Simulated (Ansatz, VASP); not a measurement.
**One calculation of TiO3, two programs**

Contents of INCAR:

```
PREC = Accurate ; ENCUT = 600
EDIFF = 1E-7 ; ISMEAR = 0
SIGMA = 0.02 ; LREAL = False
LASPH = True ; NELM = 80
ALGO = Normal ; ISIF = 3
LWAVE = False ; LCHARG = False
GGA = PE ; IBRION = 2
NSW = 100 ; EDIFFG = -0.01
```

The input KPOINTS:

```
regular mesh
0
Gamma
  10 8 4
```

File POSCAR:

```
TiO3
1.0
    2.9534111157      0.0000000000      0.0000000000
    0.0000000000      4.0060945833      0.0000000000
    0.0000000000      0.0000000000      7.6795422004
Ti O
2 6
Direct
    0.0000000000      0.0000000000      0.6380670669
    0.5000000000      0.5000000000      0.3619329331
    0.0000000000      0.3198013974      0.2072331903
    0.0000000000      0.6801986026      0.2072331903
    0.5000000000      0.8198013974      0.7927668097
    0.5000000000      0.1801986026      0.7927668097
    0.5000000000      0.0000000000      0.4587473486
    0.0000000000      0.5000000000      0.5412526514
```

Input for Ansatz:

```yaml
crystal:
  lattice:
    - [2.9534111157, 0.0, 0.0]
    - [0.0, 4.0060945833, 0.0]
    - [0.0, 0.0, 7.6795422004]
  atoms:
    - { symbol: Ti, position: [0.0, 0.0, 0.6380670669] }
    - { symbol: Ti, position: [0.5, 0.5, 0.3619329331] }
    - { symbol: O, position: [0.0, 0.3198013974, 0.2072331903] }
    - { symbol: O, position: [0.0, 0.6801986026, 0.2072331903] }
    - { symbol: O, position: [0.5, 0.8198013974, 0.7927668097] }
    - { symbol: O, position: [0.5, 0.1801986026, 0.7927668097] }
    - { symbol: O, position: [0.5, 0.0, 0.4587473486] }
    - { symbol: O, position: [0.0, 0.5, 0.5412526514] }
basis:
  ecutwfc: 420
kpoints:
  mp_grid: { grid: [10, 8, 4] }
hamiltonian:
  xc: pbe
scf:
  occupations: { method: gaussian, width: 0.02 }
output:
  forces: true
  stress: true
  eigenvalues: true
relax:
  adjacent_minimum: "off"
  f_tol: 0.01
  max_steps: 80
  cell: { stress_tol: 0.05 }
```

Alike in both runs: task relaxation of cell and atoms; functional PBE; k mesh 10 × 8 × 4; occupations gaussian, width 0.02 eV; no spin polarisation.

|  | VASP | Ansatz |
| --- | --- | --- |
| version | VASP 6.6.1 | Ansatz 0.2.0 |
| potentials or method | VASP PAW PBE potentials, release 64 (Ti_sv, O), cutoff 600 eV | scalar-relativistic, plane waves, PAW |
| valence electrons in the cell | 60 | 60 |

```tsv
	VASP	Ansatz	Ansatz less VASP
gap on the k mesh at the Fermi level, each at its own relaxed structure (eV)	2.35	2.40	+0.046
relaxed volume (Å³/atom)	11.35	11.59	+0.242
relaxed length of the cell vector where the two differ most in proportion (Å)	7.684	7.846	+0.1621
```
